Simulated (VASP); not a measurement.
# PbS in VASP: further runs, part 2 of 2

VASP 6.6.1. The steps go on from the part before.

### Step 4. Single point, PBEsol (equal xy, yz and zx shear strains of -2 %)

Input file INCAR:

```
ALGO = Normal
EDIFF = 1E-6
ENCUT = 520
GGA = PS
ISIF = 2
ISMEAR = -1
LASPH = T
LCHARG = F
LREAL = F
LWAVE = F
NBANDS = 28
NELM = 80
PREC = Accurate
SIGMA = 0.01
```

Input file KPOINTS:

```
k-points
0
Gamma
  7 7 3
```

Input file POSCAR:

```
PbS
1.0
    2.9695000000     -2.9294050000     -0.0004050000
    2.9115000000      2.8705950000     -0.0584050000
   -1.1971429000     -0.1062924000     11.7200905000
Pb S
2 2
Direct
    0.7756000000      0.7756000000      0.6363800000
    0.2244000000      0.2244000000      0.3636200000
    0.2684000000      0.2684000000      0.5986000000
    0.7316000000      0.7316000000      0.4014000000
```

Potentials or basis: VASP PAW PBE potentials, release 64 (Pb_d, S).

Command:

```
$ cat potpaw_PBE.64/Pb_d/POTCAR potpaw_PBE.64/S/POTCAR > POTCAR
$ mpirun -np 1 vasp_std > vasp.out
```

OUTCAR:

```text
EDIFF = 1E-6
   ENCUT = 520
   GGA = PS
   ISIF = 2
   ISMEAR = -1
   LASPH = T
   LREAL = F
   NELM = 80
   PREC = Accurate

 ion  position               nearest neighbor table
   1  0.776  0.776  0.636-   4 2.75   3 2.93   3 2.94   3 2.97   3 2.98
   2  0.224  0.224  0.364-   3 2.75   4 2.93   4 2.94   4 2.97   4 2.98
   3  0.268  0.268  0.599-   2 2.75   1 2.93   1 2.94   1 2.97   1 2.98
   4  0.732  0.732  0.401-   1 2.75   2 2.93   2 2.94   2 2.97   2 2.98

  LATTYP: Found a triclinic cell.
 ALAT       =    11.7815521272
 B/A-ratio  =     0.3470746448
 C/A-ratio  =     0.3540494540
 COS(alpha) =     0.0138707539
 COS(beta)  =     0.0660976034
 COS(gamma) =     0.0928915861

  Lattice vectors:

 A1 = (   1.1971429000,   0.1062924000, -11.7200905000)
 A2 = (   2.9115000000,   2.8705950000,  -0.0584050000)
 A3 = (   2.9695000000,  -2.9294050000,  -0.0004050000)

Analysis of symmetry for initial positions (statically):
=====================================================================
[... 167 lines left out ...]
 Free energy of the ion-electron system (eV)
  ---------------------------------------------------
  ext. energy  EPLUGINS =         0.00000000
  ---------------------------------------------------
  free energy    TOTEN  =       -18.41372952 eV

  energy without entropy =      -18.41372952  energy(sigma->0) =      -18.41372952

 E-fermi :   0.8908     XC(G=0):  -5.9547

 val. band max:        0.6290028634   @ k =   0.0000   0.0000   0.0000
 cond. band min:       1.9026473878   @ k =  -0.0000   0.0000   0.3333
 fundamental gap:      1.2736445244
 Fermi energy:         0.8908427330

 k-point     1 :       0.0000    0.0000    0.0000
  band No.  band energies     occupation
      1     -15.6584      2.00000
      2     -15.5735      2.00000
      3     -15.5708      2.00000
      4     -15.5587      2.00000
      5     -15.5329      2.00000
      6     -15.5280      2.00000
[... 733 lines left out ...]
     27       6.6717      0.00000
     28       7.4527      0.00000

 [... further k-points ...]
[... 5 lines left out ...]
  --------------------------------------------------------------------------------------
  -------------------------------------------------------------------------------------
  Total       -1.2459582     -0.1824127     -2.6536380      0.2925347      0.1397279      0.1294155
  in kB       -9.9992058     -1.4639191    -21.2962775      2.3476829      1.1213601      1.0386002
  external PRESSURE =     -10.9198008 kB  Pullay stress =       0.0000000 kB

 VOLUME and BASIS-vectors are now :
 -----------------------------------------------------------------------------
  energy-cutoff  :      520.00
  volume of cell :      199.64
      direct lattice vectors                 reciprocal lattice vectors
     2.969500000 -2.929405000 -0.000405000     0.168490020 -0.170572259  0.015663369
     2.911500000  2.870595000 -0.058405000     0.171973831  0.174325003  0.019147179
    -1.197142900 -0.106292400 11.720090500     0.000862824  0.000862824  0.085419531

 POSITION                                       TOTAL-FORCE (eV/Angst)
 -----------------------------------------------------------------------------------
      3.79947     -0.11326      7.41282         0.001980      0.005957     -0.673531
      0.88439     -0.05185      4.24846        -0.001980     -0.005957      0.673531
      0.86185     -0.07941      6.99986         0.048854      0.053129     -0.194156
      3.82201     -0.08569      4.66142        -0.048854     -0.053129      0.194156
 -----------------------------------------------------------------------------------
    total drift:                                0.000000      0.000000      0.000000

  FREE ENERGIE OF THE ION-ELECTRON SYSTEM (eV)
  ---------------------------------------------------
  free  energy   TOTEN  =       -18.4137295223 eV

  energy  without entropy=      -18.4137295223  energy(sigma->0) =      -18.41372952
```

OSZICAR:

```text
N       E                     dE             d eps       ncg     rms          rms(c)
DAV:   1     0.400476605894E+03    0.40048E+03   -0.17745E+04  4208   0.130E+03
DAV:   2     0.316177006151E+02   -0.36886E+03   -0.35838E+03  4340   0.348E+02
DAV:   3    -0.171617568089E+02   -0.48779E+02   -0.47885E+02  5472   0.150E+02
DAV:   4    -0.195485974299E+02   -0.23868E+01   -0.23761E+01  4852   0.390E+01
DAV:   5    -0.196513275259E+02   -0.10273E+00   -0.10270E+00  5604   0.809E+00    0.625E+00
DAV:   6    -0.184940596422E+02    0.11573E+01   -0.28183E+00  5820   0.103E+01    0.379E+00
DAV:   7    -0.184527856900E+02    0.41274E-01   -0.55966E-01  4812   0.301E+00    0.233E+00
DAV:   8    -0.184202111022E+02    0.32575E-01   -0.14927E-01  5796   0.275E+00    0.118E+00
DAV:   9    -0.184129655382E+02    0.72456E-02   -0.38155E-02  5488   0.140E+00    0.289E-01
DAV:  10    -0.184084482084E+02    0.45173E-02   -0.10395E-02  4808   0.388E-01    0.184E-01
DAV:  11    -0.184085209003E+02   -0.72692E-04   -0.31295E-03  4876   0.216E-01    0.123E-01
DAV:  12    -0.184115671051E+02   -0.30462E-02   -0.93815E-04  4720   0.169E-01    0.746E-02
DAV:  13    -0.184131365838E+02   -0.15695E-02   -0.57485E-04  4328   0.106E-01    0.278E-02
DAV:  14    -0.184135693606E+02   -0.43278E-03   -0.86397E-05  4124   0.546E-02    0.247E-02
DAV:  15    -0.184137269326E+02   -0.15757E-03   -0.57863E-05  4272   0.389E-02    0.831E-03
DAV:  16    -0.184137294321E+02   -0.24994E-05   -0.57983E-06  4388   0.140E-02    0.668E-03
DAV:  17    -0.184137295223E+02   -0.90209E-07   -0.43899E-07  3576   0.450E-03
   1 F= -.18413730E+02 E0= -.18413730E+02  d E =-.937888E-13
```

stdout:

```text
POSCAR found type information on POSCAR PbS
 POSCAR found :  2 types and       4 ions
 scaLAPACK will be used
 -----------------------------------------------------------------------------
|                                                                             |
|                                                                             |
|     You enforced a specific xc type in the INCAR file but a different       |
|     I HOPE YOU KNOW WHAT YOU ARE DOING!                                     |
|                                                                             |
 -----------------------------------------------------------------------------

 LDA part: xc-table for (Slater+PW92), standard interpolation
 POSCAR, INCAR and KPOINTS ok, starting setup
 FFT: planning ... GRIDC
 FFT: planning ... GRID_SOFT
 FFT: planning ... GRID
 WAVECAR not read
 entering main loop
```

Wall time 2.7 min (1 thread of Intel Xeon Platinum 8559C (Emerald Rapids), shared host); peak memory 0.51 GiB.

Results:

```yaml
Free_energy: -18.4137 eV
Largest_force: 0.674 eV/Å
Band_gap_on_the_k_mesh: 1.27 eV, direct
```

Forces on the atoms (eV/Å):
```
Pb   0.002  0.006 -0.674
Pb  -0.002 -0.006  0.674
S    0.049  0.053 -0.194
S   -0.049 -0.053  0.194
```

Levels at points of the mesh, in eV from the valence-band top:
| k point | band 16 | band 17 | band 18 | band 19 | band 20 | band 21 | band 22 | band 23 | band 24 | band 25 |
| --- | --- | --- | --- | --- | --- | --- | --- | --- | --- | --- |
| (0.00, 0.00, 0.00) | -2.64 | -2.39 | -1.50 | -1.30 | 0.00 | 1.37 | 3.13 | 4.84 | 5.15 | 5.40 |

Caveat: the cell differs from its parent crystal (equal xy, yz and zx shear strains of -2 %); the PAW data sets were made with another functional, which shifts forces and pressure a little; spin-orbit coupling is left out, which moves the levels of the heavy elements.

### Step 5. Single point, PBEsol (equal xy, yz and zx shear strains of +1 %)

Input file INCAR:

```
  PREC = Accurate
  ENCUT = 520
  EDIFF = 1E-6
  ISMEAR = -1
  SIGMA = 0.01
  LREAL = F
  LASPH = T
  NELM = 80
  ALGO = Normal
  ISIF = 2
  LWAVE = F
  LCHARG = F
  GGA = PS
  NBANDS = 28
```

Input file KPOINTS:

```
regular mesh
0
Gamma
  7 7 3
```

Input file POSCAR:

```
PbS
1.0
    2.9260000000     -2.8852975000      0.0002025000
    2.9550000000      2.9147025000      0.0292025000
   -1.0215035500      0.0531462000     11.7038897500
Pb S
2 2
Direct
    0.7756000000      0.7756000000      0.6363800000
    0.2244000000      0.2244000000      0.3636200000
    0.2684000000      0.2684000000      0.5986000000
    0.7316000000      0.7316000000      0.4014000000
```

Potentials or basis: VASP PAW PBE potentials, release 64 (Pb_d, S).

Command:

```
$ cat potpaw_PBE.64/Pb_d/POTCAR potpaw_PBE.64/S/POTCAR > POTCAR
$ mpirun -np 1 vasp_std > vasp.out
```

OUTCAR:

```text
PREC = Accurate
   ENCUT = 520
   EDIFF = 1E-6
   ISMEAR = -1
   LREAL = F
   LASPH = T
   NELM = 80
   ISIF = 2
   GGA = PS

 ion  position               nearest neighbor table
   1  0.776  0.776  0.636-   4 2.75   3 2.93   3 2.94   3 2.97   3 2.98
   2  0.224  0.224  0.364-   3 2.75   4 2.93   4 2.94   4 2.97   4 2.98
   3  0.268  0.268  0.599-   2 2.75   1 2.93   1 2.94   1 2.97   1 2.98
   4  0.732  0.732  0.401-   1 2.75   2 2.93   2 2.94   2 2.97   2 2.98

  LATTYP: Found a triclinic cell.
 ALAT       =     4.1093086650
 B/A-ratio  =     1.4114649132
 C/A-ratio  =     2.8589975193
 COS(alpha) =     0.0090697057
 COS(beta)  =     0.0650374338
 COS(gamma) =     0.6985590418

  Lattice vectors:

 A1 = (   2.9260000000,  -2.8852975000,   0.0002025000)
 A2 = (  -0.0290000000,  -5.8000000000,  -0.0290000000)
 A3 = (   1.0215035500,  -0.0531462000, -11.7038897500)

Analysis of symmetry for initial positions (statically):
=====================================================================
 Subroutine PRICEL returns:
 Original cell was already a primitive cell.

 Routine SETGRP: Setting up the symmetry group for a
 triclinic supercell.

 Subroutine GETGRP returns: Found  2 space group operations
 (whereof  2 operations were pure point group operations)
 out of a pool of  2 trial point group operations.

The static configuration has the point symmetry S_2 .

Analysis of symmetry for dynamics (positions and initial velocities):
=====================================================================
 Subroutine PRICEL returns:
 Original cell was already a primitive cell.

 Routine SETGRP: Setting up the symmetry group for a
 triclinic supercell.

[... 115 lines left out ...]
   ISYM   =      2    0-nonsym 1-usesym 2-fastsym
   POTIM  = 0.5000    time-step for ionic-motion
   TEBEG  =    0.0;   TEEND  =   0.0 temperature during run
   PSTRESS=    0.0 pullay stress
   NELECT =      40.0000    total number of electrons
   NUPDOWN=      -1.0000    fix difference up-down
   EMIN   =  10.00;   EMAX   =-10.00  energy-range for DOS
   EFERMI =   0.00;   METHOD = LEGACY
   ISMEAR =    -1;   SIGMA  =   0.01  broadening in eV -4-tet -1-fermi 0-gaus
   EFERMI_NEDOS =   21; number of points for ismear=-14 and -15
   IALGO  =     38    algorithm
   IMIX   =      4    mixing-type and parameters
     AMIX     =   0.40;   BMIX     =  1.00
     AMIX_MAG =   1.60;   BMIX_MAG =  1.00
  volume/ion in A,a.u.               =      49.92       336.89
  Fermi-wavevector in a.u.,A,eV,Ry     =   0.957883  1.810136 12.483884  0.917540
  Thomas-Fermi vector in A             =   2.086941
   LORBIT       =      0    0 simple, 1 ext, 2 COOP (PROOUT), +10 PAW based schemes
   GGA     = PS    functional components
   LHFCALC =     F    Hartree Fock is set to
   AEXX    =    0.0000 exact exchange contribution
   IVDW    =     0    specifies the selected vdW correction
   LEPSILON=     F    determine dielectric tensor
   LRPA    =     F    only Hartree local field effects (RPA)
 non-spin polarized calculation
  energy-cutoff  :      520.00
  volume of cell :      199.69
 maximum number of plane-waves:      5399
   NGX = 15   NGY = 15   NGZ = 43

 number of electron      40.0000007 magnetization

 Free energy of the ion-electron system (eV)
  ---------------------------------------------------
  ext. energy  EPLUGINS =         0.00000000
  ---------------------------------------------------
  free energy    TOTEN  =       -18.41737564 eV

  energy without entropy =      -18.41737564  energy(sigma->0) =      -18.41737564

 E-fermi :   0.8841     XC(G=0):  -5.9537

 val. band max:        0.6263944597   @ k =   0.0000   0.0000   0.0000
 cond. band min:       1.9010630512   @ k =   0.0000  -0.0000   0.3333
 fundamental gap:      1.2746685915
 Fermi energy:         0.8841429372

 k-point     1 :       0.0000    0.0000    0.0000
  band No.  band energies     occupation
      1     -15.6585      2.00000
      2     -15.5714      2.00000
      3     -15.5710      2.00000
      4     -15.5610      2.00000
      5     -15.5328      2.00000
      6     -15.5280      2.00000
[... 733 lines left out ...]
     27       6.6700      0.00000
     28       7.4795      0.00000

 [... further k-points ...]
[... 5 lines left out ...]
  --------------------------------------------------------------------------------------
  -------------------------------------------------------------------------------------
  Total       -1.2449837     -0.1815088     -2.6545063     -0.1486868     -0.0728413     -0.0865245
  in kB       -9.9891143     -1.4563337    -21.2984041     -1.1929866     -0.5844415     -0.6942283
  external PRESSURE =     -10.9146174 kB  Pullay stress =       0.0000000 kB

 VOLUME and BASIS-vectors are now :
 -----------------------------------------------------------------------------
  energy-cutoff  :      520.00
  volume of cell :      199.69
      direct lattice vectors                 reciprocal lattice vectors
     2.926000000 -2.885297500  0.000202500     0.170827357 -0.173346414  0.015696786
     2.955000000  2.914702500  0.029202500     0.169111712  0.171498329  0.013981141
    -1.021503550  0.053146200 11.703889750    -0.000424908 -0.000424908  0.085406524

 POSITION                                       TOTAL-FORCE (eV/Angst)
 -----------------------------------------------------------------------------------
      3.91124      0.05663      7.47093        -0.002044     -0.002157     -0.674472
      0.94826      0.02592      4.26237         0.002044      0.002157      0.674472
      0.96699      0.03971      7.01384        -0.032129     -0.028253     -0.194246
      3.89251      0.04285      4.71945         0.032129      0.028253      0.194246
 -----------------------------------------------------------------------------------
    total drift:                                0.000000      0.000000      0.000000

  FREE ENERGIE OF THE ION-ELECTRON SYSTEM (eV)
  ---------------------------------------------------
  free  energy   TOTEN  =       -18.4173756379 eV

  energy  without entropy=      -18.4173756379  energy(sigma->0) =      -18.41737564
```

OSZICAR:

```text
N       E                     dE             d eps       ncg     rms          rms(c)
DAV:   1     0.404648640269E+03    0.40465E+03   -0.17713E+04  4192   0.130E+03
DAV:   2     0.315169775456E+02   -0.37313E+03   -0.36222E+03  4420   0.350E+02
DAV:   3    -0.171904148712E+02   -0.48707E+02   -0.47823E+02  5508   0.150E+02
DAV:   4    -0.195516787029E+02   -0.23613E+01   -0.23506E+01  4864   0.392E+01
DAV:   5    -0.196540598018E+02   -0.10238E+00   -0.10236E+00  5564   0.813E+00    0.625E+00
DAV:   6    -0.184976714969E+02    0.11564E+01   -0.28202E+00  5800   0.103E+01    0.378E+00
DAV:   7    -0.184563566371E+02    0.41315E-01   -0.55912E-01  4772   0.302E+00    0.234E+00
DAV:   8    -0.184235314822E+02    0.32825E-01   -0.14914E-01  5728   0.274E+00    0.121E+00
DAV:   9    -0.184165492430E+02    0.69822E-02   -0.37292E-02  5484   0.139E+00    0.301E-01
DAV:  10    -0.184121328047E+02    0.44164E-02   -0.10365E-02  4792   0.386E-01    0.187E-01
DAV:  11    -0.184121734887E+02   -0.40684E-04   -0.31712E-03  4900   0.218E-01    0.129E-01
DAV:  12    -0.184151609494E+02   -0.29875E-02   -0.92940E-04  4612   0.167E-01    0.782E-02
DAV:  13    -0.184167732014E+02   -0.16123E-02   -0.59332E-04  4328   0.108E-01    0.279E-02
DAV:  14    -0.184172124693E+02   -0.43927E-03   -0.88358E-05  4260   0.544E-02    0.254E-02
DAV:  15    -0.184173725346E+02   -0.16007E-03   -0.60270E-05  4264   0.397E-02    0.889E-03
DAV:  16    -0.184173754724E+02   -0.29379E-05   -0.61427E-06  4304   0.142E-02    0.687E-03
DAV:  17    -0.184173756379E+02   -0.16549E-06   -0.47586E-07  3684   0.468E-03
   1 F= -.18417376E+02 E0= -.18417376E+02  d E =-.796044E-13
```

stdout:

```text
POSCAR found type information on POSCAR PbS
 POSCAR found :  2 types and       4 ions
 scaLAPACK will be used
 -----------------------------------------------------------------------------
|                                                                             |
|                                                                             |
|     You enforced a specific xc type in the INCAR file but a different       |
|     I HOPE YOU KNOW WHAT YOU ARE DOING!                                     |
|                                                                             |
 -----------------------------------------------------------------------------

 LDA part: xc-table for (Slater+PW92), standard interpolation
 POSCAR, INCAR and KPOINTS ok, starting setup
 FFT: planning ... GRIDC
 FFT: planning ... GRID_SOFT
 FFT: planning ... GRID
 WAVECAR not read
 entering main loop
```

Wall time 3.2 min (1 thread of Intel Xeon Platinum 8559C (Emerald Rapids), shared host); peak memory 0.51 GiB.

What came out:

```yaml
Free_energy: -18.4174 eV
Largest_force: 0.674 eV/Å
Band_gap_on_the_k_mesh: 1.27 eV, direct
```

Forces in eV/Å, atoms in the order of the input:
```
Pb  -0.002 -0.002 -0.674
Pb   0.002  0.002  0.674
S   -0.032 -0.028 -0.194
S    0.032  0.028  0.194
```

Caveat: the cell differs from its parent crystal (equal xy, yz and zx shear strains of +1 %); the PAW data sets were made with another functional, which shifts forces and pressure a little; spin-orbit coupling is left out, which moves the levels of the heavy elements.

### Step 6. Single point, PBEsol (equal xy, yz and zx shear strains of +2 %)

Input file INCAR:

```
PREC     = Accurate       # precision mode
ENCUT    = 520            # plane-wave cutoff, eV
EDIFF    = 1E-7           # SCF threshold, eV
ISMEAR   = -1             # smearing method
SIGMA    = 0.01           # smearing width, eV
LREAL    = F              # projectors in reciprocal space
LASPH    = T              # aspherical terms in the spheres
NELM     = 80             # most SCF steps
ALGO     = Normal         # electronic algorithm
ISIF     = 2              # what is computed and relaxed
LWAVE    = F              # write WAVECAR
LCHARG   = T              # write CHGCAR
GGA      = PS             # functional
LELF     = T              # ELF
LVHAR    = T            
NBANDS   = 28             # bands
```

Input file KPOINTS:

```
Automatic mesh
0
Gamma
  7 7 3
```

Input file POSCAR:

```
PbS
1.0
    2.9115000000     -2.8705950000      0.0004050000
    2.9695000000      2.9294050000      0.0584050000
   -0.9629571000      0.1062924000     11.6984895000
Pb S
2 2
Direct
    0.7756000000      0.7756000000      0.6363800000
    0.2244000000      0.2244000000      0.3636200000
    0.2684000000      0.2684000000      0.5986000000
    0.7316000000      0.7316000000      0.4014000000
```

Potentials or basis: VASP PAW PBE potentials, release 64 (Pb_d, S).

Command:

```
$ cat potpaw_PBE.64/Pb_d/POTCAR potpaw_PBE.64/S/POTCAR > POTCAR
$ mpirun -np 1 vasp_std > vasp.out
```

It took 6 min on 1 thread of Oxide Virtual Turin-like, shared host; peak memory 0.48 GiB.

It converged, with:

- Free energy: -18.4131 eV
- Largest force: 0.673 eV/Å
- Band gap on the k mesh: 1.27 eV, direct

Forces on the atoms (eV/Å):
```
Pb  -0.002 -0.003 -0.673
Pb   0.002  0.003  0.673
S   -0.061 -0.058 -0.195
S    0.061  0.058  0.195
```

Levels at points of the mesh, in eV from the valence-band top:
```tsv
k point	band 16	band 17	band 18	band 19	band 20	band 21	band 22	band 23	band 24	band 25
(0.00, 0.00, 0.00)	-2.64	-2.40	-1.51	-1.29	0.00	1.36	3.13	4.84	5.15	5.40
```

Caveat: the cell differs from its parent crystal (equal xy, yz and zx shear strains of +2 %); the PAW data sets were made with another functional, which shifts forces and pressure a little; spin-orbit coupling is left out, which moves the levels of the heavy elements.

### Step 7. Overview

| cell | gap on the mesh (eV) | largest force (eV/Å) |
| --- | --- | --- |
| a = 4.211, b = 4.211, c = 11.990 Å, angles 93.7, 93.7, 89.2°, 4 atoms | 1.36 | 1.03 |
| a = 4.151, b = 4.109, c = 11.770 Å, angles 94.5, 93.8, 89.2°, 4 atoms | 1.27 | 0.67 |
| a = 4.171, b = 4.089, c = 11.782 Å, angles 95.3, 93.8, 89.2°, 4 atoms | 1.27 | 0.67 |
| a = 4.109, b = 4.151, c = 11.749 Å, angles 93.0, 93.7, 89.2°, 4 atoms | 1.27 | 0.67 |
| a = 4.089, b = 4.172, c = 11.739 Å, angles 92.2, 93.7, 89.2°, 4 atoms | 1.27 | 0.67 |

Alike in all rows: task single point; level PBEsol; potentials or basis VASP PAW PBE potentials, release 64 (Pb_d, S); no spin polarisation; k mesh 7 × 7 × 3; cutoff (eV) 520; smearing fermi-dirac 0.01 eV.

Caveats: the PAW data sets were made with another functional, which shifts forces and pressure a little; spin-orbit coupling is left out, which moves the levels of the heavy elements.

Total energies depend on the potentials used, so only differences within one code and one set of settings carry meaning.
